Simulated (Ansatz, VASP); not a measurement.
**Two plane-wave programs on KF**

INCAR

```
PREC = Accurate ; ENCUT = 520
EDIFF = 1E-7 ; ISMEAR = 0
SIGMA = 0.01 ; LREAL = False
LASPH = True ; NELM = 100
ALGO = Normal ; ISIF = 2
LWAVE = False ; LCHARG = False
GGA = PE ; NBANDS = 24
```

The input KPOINTS:

```
regular mesh
0
Gamma
  6 6 4
```

Contents of POSCAR:

```
KF
1.0
    3.6634827621      0.0000000000      0.0000000000
   -1.8317413810      3.1726691383      0.0000000000
    0.0000000000      0.0000000000      6.4598831682
K F
2 2
Direct
    0.0000000000      0.0000000000      0.0000000000
    0.0000000000      0.0000000000      0.5000000000
    0.3333333333      0.6666666667      0.2500000000
    0.6666666667      0.3333333333      0.7500000000
```

Input for Ansatz:

```yaml
crystal:
  lattice:
    - [3.6634827621, 0.0, 0.0]
    - [-1.831741381, 3.1726691383, 0.0]
    - [0.0, 0.0, 6.4598831682]
  atoms:
    - { symbol: K, position: [0.0, 0.0, 0.0] }
    - { symbol: K, position: [0.0, 0.0, 0.5] }
    - { symbol: F, position: [0.3333333333, 0.6666666667, 0.25] }
    - { symbol: F, position: [0.6666666667, 0.3333333333, 0.75] }
kpoints:
  mp_grid: { grid: [6, 6, 4] }
hamiltonian:
  xc: pbe
scf:
  occupations: { method: fixed }
  n_extra_bands: 5
output:
  forces: true
  stress: true
  eigenvalues: true
```

Alike in both runs: task single point; functional PBE; k mesh 6 × 6 × 4; no spin polarisation.

|  | VASP | Ansatz |
| --- | --- | --- |
| version | VASP 6.6.1 | Ansatz 0.2.0 |
| potentials or method | VASP PAW PBE potentials, release 64 (K_sv, F) | plane waves, PAW |
| plane-wave cutoff (eV) | 520 | 420 |
| occupations | gaussian, width 0.01 eV | fixed |
| valence electrons in the cell | 32 | 32 |

```csv
,VASP,Ansatz,Ansatz less VASP
gap on the k mesh at the Fermi level (eV),6.20,6.21,+0.017
pressure (GPa),2.1,2.1,-0.06
"traceless stress, the component that is largest in VASP (GPa)",0.32,0.27,-0.042
```
